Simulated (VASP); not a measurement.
BaFe2: single point with PBE

Crystal: BaFe2.

```
CELL_PARAMETERS angstrom
0.00000 3.03155 3.03155
3.03155 0.00000 3.03155
3.03155 3.03155 0.00000
ATOMIC_POSITIONS crystal
Ba 0.00000 0.00000 0.00000
Fe 0.25000 0.25000 0.25000
Fe 0.75000 0.75000 0.75000
```

The cell was built from a structure type or drawn by symmetry, and may not be a known phase.

```
Program                : VASP 6.6.1
Task                   : single point
Functional             : PBE
Potentials or basis    : VASP PAW PBE potentials, release 64 (Ba_sv, Fe_sv)
Cutoff                 : 600 eV
k mesh                 : 6 × 6 × 6
Occupations            : gaussian, width 0.1 eV
Spin                   : collinear spin, ferromagnetic start
Starting moments       : [0.0, 4.0, 4.0] μB
Dipole correction      : no
Further INCAR settings : ALGO = Normal; EDIFF = 1e-06; NBANDS = 32
```

The pressure is 11.8 GPa and the net moment is 3.80 μB per cell. The site moments are Ba -0.23; Fe +1.99 μB. The valence electrons inside the program's atomic spheres are Ba 8.81; Fe 13.88.

Levels at points of the mesh, in eV from the Fermi level:
Spin up:
```csv
k point,band 21,band 22,band 23,band 24,band 25,band 26
"(0.00, 0.00, 0.00)",-1.50,-0.99,-0.99,0.82,0.82,0.82
"(0.50, 0.00, 0.00)",-1.60,-1.18,-1.18,1.40,2.30,2.30
"(0.50, 0.50, 0.00)",-1.51,-1.02,-0.21,0.78,2.39,5.03
```
Spin down:
```
           k point  band 17  band 18  band 19  band 20  band 21  band 22
(0.00, 0.00, 0.00)    -0.41    -0.41     0.29     0.29     0.29     1.06
(0.50, 0.00, 0.00)    -0.86    -0.86    -0.41    -0.41     0.02     0.80
(0.50, 0.50, 0.00)    -0.71    -0.05    -0.02    -0.02     0.52     0.80
```

Wall time 74 s on 1 thread of AMD EPYC 7R43 64-Core Processor (Zen 3), with other jobs on the host, peak memory 0.23 GiB.

Caveat: the cell stands under pressure; spin-orbit coupling is left out, which moves the levels of the heavy elements.
